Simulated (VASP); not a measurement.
Wanted: the native input for a VASP 6.6.1 run.

| Item | Value |
| --- | --- |
| Task | single point |
| Functional | PBE |
| Potentials or basis | VASP PAW PBE potentials, release 64 (Mg, O) |
| Cutoff | 520 eV |
| k mesh | 9 × 9 × 4 |
| Occupations | gaussian, width 0.05 eV |
| Spin | no spin polarisation |
| Dipole correction | no |
| Further INCAR settings | ALGO = Normal; EDIFF = 1e-06; NBANDS = 26 |

The structure of MgO lies in POSCAR:

```
MgO
1.0
    3.3901507824      0.0000000000      0.0000000000
   -1.6950753912      2.9359567002      0.0000000000
    0.0000000000      0.0000000000      9.0574658453
Mg O
4 4
Direct
    0.3333333333      0.6666666667      0.9694906392
    0.0000000000      0.0000000000      0.2208211786
    0.0000000000      0.0000000000      0.7208211786
    0.6666666667      0.3333333333      0.4694906392
    0.3333333333      0.6666666667      0.7800420079
    0.0000000000      0.0000000000      0.5296443544
    0.0000000000      0.0000000000      0.0296443544
    0.6666666667      0.3333333333      0.2800420079
```

This cell differs from its parent crystal: volume 11.269 Å^3 an atom, c/a of the conventional cell 2.6717.

One way to write it, as run:

INCAR

```
SYSTEM = MgO
PREC = Accurate
ENCUT = 520
EDIFF = 1E-6
ISMEAR = 0
SIGMA = 0.05
LREAL = .False.
LASPH = .True.
NELM = 100
ALGO = Normal
ISIF = 2
LWAVE = .False.
LCHARG = .False.
GGA = PE
NBANDS = 26
```

KPOINTS

```
regular mesh
0
Gamma
  9 9 4
  0 0 0
```

Potentials or basis: VASP PAW PBE potentials, release 64 (Mg, O).

The run is started by

```console
$ cat potpaw_PBE.64/Mg/POTCAR potpaw_PBE.64/O/POTCAR > POTCAR
$ mpirun -np 1 vasp_std > vasp.out
```

Results of the run:

The pressure is 17.7 GPa, the largest force is 4.060 eV/Å and the band gap on the k mesh is 3.44 eV, direct.

Caveat: forces of over 1 eV/Å act on the atoms, so gaps and moduli don't describe the material at rest.

Run time: 44 s on 1 thread of Intel(R) Xeon(R) 6975P-C (Granite Rapids), with other jobs on the host, peak memory 0.25 GiB.
